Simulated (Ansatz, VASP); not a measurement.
# Two plane-wave programs on Cu

```
Cu
1.0
     0.00000    1.78039    1.78039
     1.78039    0.00000    1.78039
     1.78039    1.78039    0.00000
Cu
1
Cartesian
  0.0000 0.0000 0.0000
```

Change from the starting cell: strain -0.015 along x and y, -0.015 along z, atoms carried along.

Alike in both runs: task single point; functional PBEsol; k mesh 22 × 22 × 22; occupations gaussian, width 0.15 eV; no spin polarisation.

|  | VASP | Ansatz |
| --- | --- | --- |
| version | VASP 6.6.1 | Ansatz 0.2.0 |
| potentials or method | VASP PAW PBE potentials, release 64 (Cu), cutoff 520 eV | scalar-relativistic, plane waves, PAW |
| valence electrons in the cell | 11 | 19 |

Ansatz gave:

```
gap on the k mesh at the Fermi level (eV) : none
pressure (GPa)                            : 0.4
```

Task: What did VASP give for the same quantities?

Result: gap on the k mesh at the Fermi level (eV): none; pressure (GPa): 1.1.

VASP's potentials were made for PBE, not for PBEsol. A gap of «none» marks a metal or a gap that the smearing closes. VASP's potentials hold 11 valence electrons a cell and Ansatz's 19, so a difference there can come from the potentials and not from the codes.
